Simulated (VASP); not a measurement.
The system is MgO.

```xyz
2
Lattice="0.0749 2.0930 2.0930 2.0930 0.0749 2.0930 2.0930 2.0930 0.0749" Properties=species:S:1:pos:R:3 pbc="T T T"
Mg    0.0000    0.0000    0.0000
O     2.1304    2.1304    2.1304
```

This cell differs from its parent crystal: epitaxial 111 strain -4.0%.

Base run:

* Program: VASP 6.6.1
* Functional: PBE
* Potentials or basis: VASP PAW PBE potentials, release 64 (Mg, O)
* Cutoff: 520 eV
* k mesh: 10 × 10 × 10
* Occupations: fermi-dirac, width 0.02 eV
* Spin: no spin polarisation

Its results: band gap on the k mesh 5.26 eV, direct; pressure 18.4 GPa.

Task: The run is repeated on the same cell with these changes: functional from PBE to r2SCAN; occupations from fermi-dirac, width 0.02 eV to gaussian, width 0.01 eV. What comes out?

Result: Band gap on the k mesh 6.16 eV, direct; pressure 12.0 GPa.

Caveats: the PAW data sets were made with another functional, which shifts forces and pressure a little (some runs).

